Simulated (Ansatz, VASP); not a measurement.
**AlN: VASP beside Ansatz**

The input POSCAR:

```
AlN
1.0
    4.3026698453      0.0209688187      0.0493723023
   -0.0209688187     -4.3798546945      0.0367209158
   -0.0493723023      0.0367209158     -4.3812296013
Al N
4 4
Direct
   -0.0131013574      0.5055619833      0.4601378113
    0.5536681022      0.0202120195      0.5141222262
    0.4488649184      0.5087138469     -0.0535395694
    0.0492413952     -0.0352774974     -0.0059245917
    0.7260387234      0.6705880176      0.7743544412
    0.2500830469      0.2993935950      0.7747832165
    0.2207775380      0.7408542247      0.2874457844
    0.7644276333      0.2899538103      0.2486206815
```

The input INCAR.step1:

```
PREC     = Accurate       # precision mode
ENCUT    = 520            # plane-wave cutoff, eV
ISMEAR   = 0              # smearing method
SIGMA    = 0.05           # smearing width, eV
LREAL    = F              # projectors in reciprocal space
LASPH    = T              # aspherical terms in the spheres
NELM     = 60             # most SCF steps
NBANDS   = 26             # bands
GGA      = PE             # functional
ALGO     = Normal         # electronic algorithm
EDIFF    = 1E-4           # SCF threshold, eV
LWAVE    = T              # write WAVECAR
LCHARG   = F              # write CHGCAR
```

Contents of INCAR.step2:

```
PREC     = Accurate       # precision mode
ENCUT    = 520            # plane-wave cutoff, eV
EDIFF    = 1E-6           # SCF threshold, eV
ISMEAR   = 0              # smearing method
SIGMA    = 0.05           # smearing width, eV
LREAL    = F              # projectors in reciprocal space
LASPH    = T              # aspherical terms in the spheres
NELM     = 60             # most SCF steps
ALGO     = Normal         # electronic algorithm
ISIF     = 2              # what is computed and relaxed
LWAVE    = F              # write WAVECAR
LCHARG   = F              # write CHGCAR
METAGGA  = R2SCAN         # meta-GGA
LMIXTAU  = T            
NBANDS   = 26             # bands
ISTART   = 1
```

The input KPOINTS:

```
Automatic mesh
0
Gamma
  6 6 6
```

Input for Ansatz:

```yaml
crystal:
  lattice:
    - [4.3026698453, 0.0209688187, 0.0493723023]
    - [-0.0209688187, -4.3798546945, 0.0367209158]
    - [-0.0493723023, 0.0367209158, -4.3812296013]
  atoms:
    - { symbol: Al, position: [-0.0131013574, 0.5055619833, 0.4601378113] }
    - { symbol: Al, position: [0.5536681022, 0.0202120195, 0.5141222262] }
    - { symbol: Al, position: [0.4488649184, 0.5087138469, -0.0535395694] }
    - { symbol: Al, position: [0.0492413952, -0.0352774974, -0.0059245917] }
    - { symbol: "N", position: [0.7260387234, 0.6705880176, 0.7743544412] }
    - { symbol: "N", position: [0.2500830469, 0.299393595, 0.7747832165] }
    - { symbol: "N", position: [0.220777538, 0.7408542247, 0.2874457844] }
    - { symbol: "N", position: [0.7644276333, 0.2899538103, 0.2486206815] }
basis:
  ecutwfc: 500
kpoints:
  mp_grid: { grid: [6, 6, 6] }
hamiltonian:
  xc: r2scan
scf:
  occupations: { method: gaussian, width: 0.05 }
output:
  forces: true
  stress: true
  eigenvalues: true
```

Change from the starting cell: all atoms moved at random (sigma 0.15 Å a component), cell strained at random (sigma 0.01).

Alike in both runs: task single point; functional r2SCAN; k mesh 6 × 6 × 6; occupations gaussian, width 0.05 eV; no spin polarisation.

|  | VASP | Ansatz |
| --- | --- | --- |
| version | VASP 6.6.1 | Ansatz 0.2.0 |
| potentials or method | VASP PAW PBE potentials, release 64 (Al, N), cutoff 520 eV | scalar-relativistic, plane waves, PAW |
| valence electrons in the cell | 32 | 32 |

Ansatz gave:

```
gap on the k mesh at the Fermi level (eV)                     : 2.41
least direct gap on the mesh (eV)                             : 2.41
pressure (GPa)                                                : 30.5
traceless stress, the component that is largest in VASP (GPa) : -36.18
rms of the force components (eV/Å)                            : 6.874
```

Q: Estimate VASP's values.

A: gap on the k mesh at the Fermi level (eV): 2.40; least direct gap on the mesh (eV): 2.40; pressure (GPa): 30.6; traceless stress, the component that is largest in VASP (GPa): -36.87; rms of the force components (eV/Å): 6.946.

VASP's potentials were made for PBE, not for r2SCAN. Atom by atom the forces differ by 0.083 eV/Å (rms over components). Both programs put the cell under a high pressure, so it lies far from rest at this level.
